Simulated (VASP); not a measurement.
Wanted: the native input for a VASP 6.6.1 run.

```yaml
Task: single point
Functional: PBEsol
Potentials_or_basis: VASP PAW PBE potentials, release 64 (Zn, S)
Cutoff: 520 eV
k_mesh: 10 × 10 × 10
Occupations: gaussian, width 0.05 eV
Spin: no spin polarisation
Dipole_correction: no
Further_INCAR_settings: ALGO = Normal; EDIFF = 1e-07; NBANDS = 16
```

The structure of ZnS lies in POSCAR:

```
ZnS
1.0
    0.0000000000      2.6782590749      2.6782590749
    2.6782590749      0.0000000000      2.6782590749
    2.6782590749      2.6782590749      0.0000000000
Zn S
1 1
Direct
    0.0000000000      0.0000000000      0.0000000000
    0.6085326873      0.7971557709      0.7971557709
```

This cell differs from its parent crystal: all S atoms moved +0.438 Å, as atom 2 towards its neighbour atom 1 (Zn) at 2.319 Å.

The input as run:

INCAR

```
ALGO = Normal
EDIFF = 1E-7
ENCUT = 520
GGA = PS
ISIF = 2
ISMEAR = 0
LASPH = T
LCHARG = T
LELF = T
LREAL = F
LVHAR = T
LWAVE = F
NBANDS = 16
NELM = 100
PREC = Accurate
SIGMA = 0.05
```

KPOINTS

```
k-points
0
Gamma
  10 10 10
```

Potentials or basis: VASP PAW PBE potentials, release 64 (Zn, S).

Run with:

```sh
$ cat potpaw_PBE.64/Zn/POTCAR potpaw_PBE.64/S/POTCAR > POTCAR
$ mpirun -np 1 vasp_std > vasp.out
```

Results of the run:

- Pressure: 13.0 GPa
- Largest force: 7.601 eV/Å
- Band gap on the k mesh: 1.96 eV

Caveat: the cell differs from its parent crystal (all S atoms moved +0.438 Å, as atom 2 towards its neighbour atom 1 (Zn) at 2.319 Å); the cell stands under pressure; the PAW data sets were made with another functional, which shifts forces and pressure a little.

It took 78 s on 1 thread of Intel Xeon 8259CL (shared host), peak memory 0.2 GiB.
